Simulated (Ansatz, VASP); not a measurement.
One calculation of LaSb, two programs

The input INCAR:

```
SYSTEM = LaSb
PREC = Accurate ; ENCUT = 520
EDIFF = 1E-6 ; ISMEAR = 0
SIGMA = 0.1 ; LREAL = .False.
LASPH = .True. ; NELM = 80
ALGO = Normal ; ISIF = 2
LWAVE = .False. ; LCHARG = .False.
GGA = CA ; NBANDS = 15
```

Contents of KPOINTS:

```
Automatic mesh
0
Gamma
  8 8 8
  0 0 0
```

Contents of POSCAR:

```
LaSb
1.0
    0.0000000000      3.2557808101      3.2557808101
    3.2557808101      0.0000000000      3.2557808101
    3.2557808101      3.2557808101      0.0000000000
La Sb
1 1
Direct
    0.0000000000      0.0000000000      0.0000000000
    0.5000000000      0.5000000000      0.5000000000
```

Input for Ansatz:

```yaml
crystal:
  lattice:
    - [0.0, 3.2557808100940795, 3.2557808100940795]
    - [3.2557808100940795, 0.0, 3.2557808100940795]
    - [3.2557808100940795, 3.2557808100940795, 0.0]
  atoms:
    - { symbol: La, position: [0.0, 0.0, 0.0] }
    - { symbol: Sb, position: [0.5, 0.5, 0.5] }
basis:
  ecutwfc: 510.0
kpoints:
  mp_grid:
    grid: [8, 8, 8]
hamiltonian:
  xc: lda
scf:
  occupations:
    method: gaussian
output:
  stress: true
```

Alike in both runs: task single point; functional LDA; k mesh 8 × 8 × 8; no spin polarisation.

|  | VASP | Ansatz |
| --- | --- | --- |
| version | VASP 6.6.1 | Ansatz 0.2.0 |
| potentials or method | VASP PAW LDA potentials, release 64 (La, Sb), cutoff 520 eV | plane waves, PAW |
| occupations | gaussian, width 0.1 eV | gaussian |
| valence electrons in the cell | 16 | 26 |

```csv
,VASP,Ansatz,Ansatz less VASP
pressure (GPa),-2.8,-2.8,-0.05
```

LDA's correlation is that of Perdew and Zunger in VASP and of Perdew and Wang (1992) in Ansatz. VASP's potentials hold 16 valence electrons a cell and Ansatz's 26, so a difference there can come from the potentials and not from the codes.

Spin-orbit coupling is off throughout.
